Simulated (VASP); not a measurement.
# BN (F-43m) in VASP: a series of runs

Runs on BN. Level: LDA. Tasks: single point.

Program: VASP 6.6.1. These are calculated values, not measurements. Logs are shortened: lines on timing, memory, paths and dates and some standing lists are left out, and cuts for length are marked.

### 1 The cell of the first run

It takes space group F-43m (No. 216, cubic). The conventional cell has a = 3.973 Å, b = 3.973 Å, c = 3.973 Å, α = 90.00°, β = 90.00°, γ = 90.00°. B (site symmetry -43m) has 4 N at 1.72 Å within 2.3 Å. Within 2.3 Å of N (site symmetry -43m) lie 4 B at 1.72 Å.

### 2 Single point, LDA

Contents of INCAR:

```
SYSTEM = BN
ALGO = Normal
EDIFF = 1E-6
ENCUT = 520
ISIF = 2
ISMEAR = 0
LASPH = .TRUE.
LCHARG = .FALSE.
LREAL = .FALSE.
LWAVE = .FALSE.
NBANDS = 11
NELM = 100
PREC = Accurate
SIGMA = 0.05
```

Contents of KPOINTS:

```
k-points
0
G
  8 8 8
  0 0 0
```

Contents of POSCAR:

```
BN
1.0
    0.0000000000      1.9866622763      1.9866622763
    1.9866622763      0.0000000000      1.9866622763
    1.9866622763      1.9866622763      0.0000000000
B N
1 1
Direct
    0.0000000000      0.0000000000      0.0000000000
    0.2500000000      0.2500000000      0.2500000000
```

Potentials or basis: VASP PAW LDA potentials, release 64 (B, N).

Started as:

```bash
$ cat potpaw_LDA.64/B/POTCAR potpaw_LDA.64/N/POTCAR > POTCAR
$ mpirun -np 1 vasp_std > vasp.out
```

OUTCAR:

```text
SYSTEM = BN
   EDIFF = 1E-6
   ENCUT = 520
   ISIF = 2
   ISMEAR = 0
   LASPH = .TRUE.
   LREAL = .FALSE.
   NELM = 100
   PREC = Accurate

 ion  position               nearest neighbor table
   1  0.000  0.000  0.000-   2 1.72   2 1.72   2 1.72   2 1.72
   2  0.250  0.250  0.250-   1 1.72   1 1.72   1 1.72   1 1.72

  LATTYP: Found a face centered cubic cell.
 ALAT       =     3.9733245526

  Lattice vectors:

 A1 = (   0.0000000000,   1.9866622763,   1.9866622763)
 A2 = (   1.9866622763,   0.0000000000,   1.9866622763)
 A3 = (   1.9866622763,   1.9866622763,   0.0000000000)

Analysis of symmetry for initial positions (statically):
=====================================================================
 Subroutine PRICEL returns:
 Original cell was already a primitive cell.

 Routine SETGRP: Setting up the symmetry group for a
 face centered cubic supercell.

 Subroutine GETGRP returns: Found 24 space group operations
 (whereof 24 operations were pure point group operations)
 out of a pool of 48 trial point group operations.

The static configuration has the point symmetry T_d .

Analysis of symmetry for dynamics (positions and initial velocities):
=====================================================================
 Subroutine PRICEL returns:
 Original cell was already a primitive cell.

 Routine SETGRP: Setting up the symmetry group for a
 face centered cubic supercell.

 Subroutine GETGRP returns: Found 24 space group operations
 (whereof 24 operations were pure point group operations)
 out of a pool of 48 trial point group operations.

The dynamic configuration has the point symmetry T_d .

 Subroutine INISYM returns: Found 24 space group operations
 (whereof 24 operations are pure point group operations),
 and found     1 'primitive' translations

----------------------------------------------------------------------------------------

                                     Primitive cell

  volume of cell :      15.6820

  direct lattice vectors                    reciprocal lattice vectors
     0.000000000  1.986662276  1.986662276    -0.251678409  0.251678409  0.251678409
     1.986662276  0.000000000  1.986662276     0.251678409 -0.251678409  0.251678409
     1.986662276  1.986662276  0.000000000     0.251678409  0.251678409 -0.251678409

  length of vectors
     2.809564735  2.809564735  2.809564735     0.435919791  0.435919791  0.435919791

  position of ions in fractional coordinates (direct lattice)
     0.000000000  0.000000000  0.000000000
     0.250000000  0.250000000  0.250000000

  ion indices of the primitive-cell ions
   primitive index   ion index
                 1           1
                 2           2

----------------------------------------------------------------------------------------

 KPOINTS: k-points

Automatic generation of k-mesh.
 Grid dimensions read from file:
 generate k-points for:    8    8    8

 Generating k-lattice:

  Cartesian coordinates                     Fractional coordinates (reciprocal lattice)
    -0.031459801  0.031459801  0.031459801     0.125000000  0.000000000  0.000000000
     0.031459801 -0.031459801  0.031459801     0.000000000  0.125000000  0.000000000
     0.031459801  0.031459801 -0.031459801     0.000000000  0.000000000  0.125000000

  Length of vectors
     0.054489974  0.054489974  0.054489974

  Shift w.r.t. Gamma in fractional coordinates (k-lattice)
     0.000000000  0.000000000  0.000000000

 Subroutine IBZKPT returns following result:
 ===========================================

 Found     29 irreducible k-points:

 Following reciprocal coordinates:
            Coordinates               Weight
  0.000000  0.000000  0.000000      1.000000
  0.125000  0.000000  0.000000      8.000000
  0.250000  0.000000  0.000000      8.000000
  0.375000  0.000000  0.000000      8.000000
  0.500000  0.000000  0.000000      4.000000
  0.125000  0.125000  0.000000      6.000000
[... 16 lines left out ...]
  0.500000  0.250000  0.125000     48.000000
 -0.375000  0.250000  0.125000     24.000000
 [... further k-points ...]
   k-points           NKPTS =     29   k-points in BZ     NKDIM =     29   number of bands    NBANDS=     11
   number of dos      NEDOS =    301   number of ions     NIONS =      2
   total plane-waves  NPLWV =  13824
   dimension x,y,z NGX =    24 NGY =   24 NGZ =   24
   dimension x,y,z NGXF=    48 NGYF=   48 NGZF=   48
   ions per type =               1   1
   NGX,Y,Z   is equivalent  to a cutoff of  14.20, 14.20, 14.20 a.u.
   NGXF,Y,Z  is equivalent  to a cutoff of  28.40, 28.40, 28.40 a.u.
 SYSTEM =  BN
   PREC   = accura    normal or accurate (medium, high low for compatibility)
   ISTART =      0    job   : 0-new  1-cont  2-samecut
   ICHARG =      2    charge: 1-file 2-atom 10-const
   ISPIN  =      1    spin polarized calculation?
   LNONCOLLINEAR =      F non collinear calculations
   LSORBIT =      F    spin-orbit coupling
   LASPH  =      T    aspherical Exc in radial PAW
   ENCUT  =  520.0 eV  38.22 Ry    6.18 a.u.   5.22  5.22  5.22*2*pi/ulx,y,z
   NELM   =    100;   NELMIN=  2; NELMDL= -5     # of ELM steps
   EDIFF  = 0.1E-05   stopping-criterion for ELM
   LREAL  =      F    real-space projection
   EDIFFG = 0.1E-04   stopping-criterion for IOM
   NSW    =      0    number of steps for IOM
   IBRION =     -1    ionic relax: 0-MD 1-quasi-New 2-CG
   NFREE  =      0    steps in history (QN), initial steepest desc. (CG)
   ISIF   =      2    stress and relaxation
   ISYM   =      2    0-nonsym 1-usesym 2-fastsym
   POTIM  = 0.5000    time-step for ionic-motion
   TEBEG  =    0.0;   TEEND  =   0.0 temperature during run
   PSTRESS=    0.0 pullay stress
   NELECT =       8.0000    total number of electrons
   NUPDOWN=      -1.0000    fix difference up-down
   EMIN   =  10.00;   EMAX   =-10.00  energy-range for DOS
   EFERMI =   0.00;   METHOD = LEGACY
   ISMEAR =     0;   SIGMA  =   0.05  broadening in eV -4-tet -1-fermi 0-gaus
   EFERMI_NEDOS =   21; number of points for ismear=-14 and -15
   IALGO  =     38    algorithm
   IMIX   =      4    mixing-type and parameters
     AMIX     =   0.40;   BMIX     =  1.00
     AMIX_MAG =   1.60;   BMIX_MAG =  1.00
  volume/ion in A,a.u.               =       7.84        52.91
  Fermi-wavevector in a.u.,A,eV,Ry     =   1.308089  2.471931 23.280902  1.711098
  Thomas-Fermi vector in A             =   2.438780
   LORBIT       =      0    0 simple, 1 ext, 2 COOP (PROOUT), +10 PAW based schemes
   GGA     = CA    functional components
   LHFCALC =     F    Hartree Fock is set to
   AEXX    =    0.0000 exact exchange contribution
   IVDW    =     0    specifies the selected vdW correction
   LEPSILON=     F    determine dielectric tensor
   LRPA    =     F    only Hartree local field effects (RPA)
 non-spin polarized calculation
 Gauss-broadening in eV      SIGMA  =   0.05
  energy-cutoff  :      520.00
  volume of cell :       15.68
 maximum number of plane-waves:       444
 NGX is ok and might be reduce to    24
   NGX = 11   NGY = 11   NGZ = 11

 number of electron       7.9999999 magnetization

 Free energy of the ion-electron system (eV)
  ---------------------------------------------------
  ext. energy  EPLUGINS =         0.00000000
  ---------------------------------------------------
  free energy    TOTEN  =       -18.25349066 eV

  energy without entropy =      -18.25349066  energy(sigma->0) =      -18.25349066

 E-fermi :   4.4251     XC(G=0): -11.7948

 val. band max:        4.2235083475   @ k =   0.0000   0.0000   0.0000
 cond. band min:       8.1872234213   @ k =   0.5000   0.5000   0.0000
 fundamental gap:      3.9637150739
 Fermi energy:         4.4250888221

 k-point     1 :       0.0000    0.0000    0.0000
  band No.  band energies     occupation
      1     -12.9775      2.00000
      2       4.2235      2.00000
      3       4.2235      2.00000
      4       4.2235      2.00000
      5      10.4629      0.00000
      6      11.5947      0.00000
      7      11.5947      0.00000
      8      11.5947      0.00000
      9      23.8279      0.00000
     10      28.7605      0.00000
     11      28.7605      0.00000

 k-point     2 :       0.1250    0.0000    0.0000
  band No.  band energies     occupation
      1     -12.6808      2.00000
      2       2.6437      2.00000
      3       3.9425      2.00000
      4       3.9425      2.00000
      5      10.8145      0.00000
      6      12.0104      0.00000
      7      12.0104      0.00000
      8      12.5026      0.00000
      9      23.9940      0.00000
     10      26.1216      0.00000
     11      26.1216      0.00000

 k-point     3 :       0.2500    0.0000    0.0000
  band No.  band energies     occupation
      1     -11.8331      2.00000
      2      -0.2666      2.00000
      3       3.3773      2.00000
      4       3.3773      2.00000
      5      10.9682      0.00000
      6      12.7560      0.00000
      7      12.7560      0.00000
      8      14.3876      0.00000
      9      23.8500      0.00000
     10      25.1475      0.00000
     11      25.1475      0.00000

 k-point     4 :       0.3750    0.0000    0.0000
  band No.  band energies     occupation
      1     -10.6450      2.00000
      2      -2.9390      2.00000
      3       2.9175      2.00000
      4       2.9175      2.00000
      5      11.0260      0.00000
      6      13.1508      0.00000
      7      13.1508      0.00000
      8      15.8546      0.00000
      9      23.5869      0.00000
     10      25.9950      0.00000
     11      25.9950      0.00000

 k-point     5 :       0.5000    0.0000    0.0000
  band No.  band energies     occupation
      1      -9.9189      2.00000
      2      -4.1893      2.00000
      3       2.7488      2.00000
      4       2.7488      2.00000
      5      11.0430      0.00000
      6      13.2204      0.00000
      7      13.2204      0.00000
      8      16.3972      0.00000
      9      23.7501      0.00000
     10      25.5469      0.00000
     11      27.0189      0.00000
[... 211 lines left out ...]
 k-point    21 :       0.5000    0.5000    0.0000
  band No.  band energies     occupation
      1      -8.9029      2.00000
      2      -3.0478      2.00000
      3       0.5277      2.00000
      4       0.5277      2.00000
      5       8.1872      0.00000
      6      11.7068      0.00000
      7      18.0053      0.00000
      8      18.0053      0.00000
      9      20.6055      0.00000
     10      25.7659      0.00000
     11      32.9013      0.00000

 k-point    22 :       0.3750    0.2500    0.1250
  band No.  band energies     occupation
      1     -11.1214      2.00000
      2      -0.5640      2.00000
      3       1.2223      2.00000
      4       2.6618      2.00000
      5      11.1875      0.00000
      6      12.9918      0.00000
      7      14.2982      0.00000
      8      14.7787      0.00000
      9      20.8424      0.00000
     10      25.3070      0.00000
     11      27.3037      0.00000

 k-point    23 :       0.5000    0.2500    0.1250
  band No.  band energies     occupation
      1     -10.0369      2.00000
      2      -2.4152      2.00000
      3       0.4816      2.00000
      4       1.9943      2.00000
      5      11.9434      0.00000
      6      13.0648      0.00000
      7      14.6909      0.00000
      8      15.7850      0.00000
      9      21.1083      0.00000
     10      24.9693      0.00000
     11      27.2697      0.00000

 k-point    24 :      -0.3750    0.2500    0.1250
  band No.  band energies     occupation
      1      -9.4066      2.00000
      2      -3.4147      2.00000
      3       0.3608      2.00000
      4       1.6457      2.00000
      5      12.3917      0.00000
      6      12.6602      0.00000
      7      15.1987      0.00000
      8      16.4428      0.00000
      9      20.7331      0.00000
     10      25.2185      0.00000
     11      27.3947      0.00000

 [... further k-points ...]
[... 5 lines left out ...]
  --------------------------------------------------------------------------------------
  -------------------------------------------------------------------------------------
  Total       -6.8437831     -6.8437831     -6.8437831      0.0000000      0.0000000     -0.0000000
  in kB     -699.2052582   -699.2052582   -699.2052582      0.0000000      0.0000000     -0.0000000
  external PRESSURE =    -699.2052582 kB  Pullay stress =       0.0000000 kB

 VOLUME and BASIS-vectors are now :
 -----------------------------------------------------------------------------
  energy-cutoff  :      520.00
  volume of cell :       15.68
      direct lattice vectors                 reciprocal lattice vectors
     0.000000000  1.986662276  1.986662276    -0.251678409  0.251678409  0.251678409
     1.986662276  0.000000000  1.986662276     0.251678409 -0.251678409  0.251678409
     1.986662276  1.986662276  0.000000000     0.251678409  0.251678409 -0.251678409

 POSITION                                       TOTAL-FORCE (eV/Angst)
 -----------------------------------------------------------------------------------
      0.00000      0.00000      0.00000         0.000000      0.000000     -0.000000
      0.99333      0.99333      0.99333        -0.000000     -0.000000      0.000000
 -----------------------------------------------------------------------------------
    total drift:                               -0.000000     -0.000000     -0.000000

  FREE ENERGIE OF THE ION-ELECTRON SYSTEM (eV)
  ---------------------------------------------------
  free  energy   TOTEN  =       -18.2534906637 eV

  energy  without entropy=      -18.2534906637  energy(sigma->0) =      -18.25349066
```

Run time: 2.5 s. Hardware: 1 thread of Intel Xeon 6975P-C (Granite Rapids), shared host; peak memory 0.12 GiB.

What came out:

```
Free energy            : -18.2535 eV
Pressure               : -69.9 GPa
Band gap on the k mesh : 3.96 eV, indirect (least direct gap 6.24 eV)
```

[end of part 1 of 2]
